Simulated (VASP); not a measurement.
A run of VASP 6.6.1 is set up as follows.

File INCAR:

```
SYSTEM = WS2
PREC     = Accurate       ! precision mode
ENCUT    = 520            ! plane-wave cutoff, eV
EDIFF    = 1E-7           ! SCF threshold, eV
ISMEAR   = 0              ! smearing method
SIGMA    = 0.05           ! smearing width, eV
LREAL    = .False.        ! projectors in reciprocal space
LASPH    = .True.         ! aspherical terms in the spheres
NELM     = 60             ! most SCF steps
ALGO     = Normal         ! electronic algorithm
ISIF     = 2              ! what is computed and relaxed
LWAVE    = .False.        ! write WAVECAR
LCHARG   = .False.        ! write CHGCAR
NBANDS   = 20             ! bands
```

Contents of KPOINTS:

```
Automatic mesh
0
Gamma
  12 12 2
  0 0 0
```

The input POSCAR:

```
WS2
1.0
    3.1835163552      0.0000000000      0.0000000000
   -1.5917581776      2.7570060369      0.0000000000
    0.0000000000      0.0000000000     16.9505778900
W S
1 2
Direct
    0.3662009090      0.6666666667      0.0000000000
    0.5724312469      0.3333333333      0.9079994900
    0.5724312469      0.3333333333      0.0920005100
```

Potentials or basis: VASP PAW LDA potentials, release 64 (W_sv, S).

Command:

```sh
$ cat potpaw_LDA.64/W_sv/POTCAR potpaw_LDA.64/S/POTCAR > POTCAR
$ mpirun -np 1 vasp_std > vasp.out
```

(1) Estimate the largest force.

(2) Estimate the band gap on the k mesh.

## Answers

(1) 7.218 eV/Å.

(2) zero (filled and empty bands overlap).

Caveat: the cell differs from its parent crystal (atoms displaced along a vibrational mode); there is no dipole correction, which matters where the two faces differ; spin-orbit coupling is left out, which moves the levels of the heavy elements.
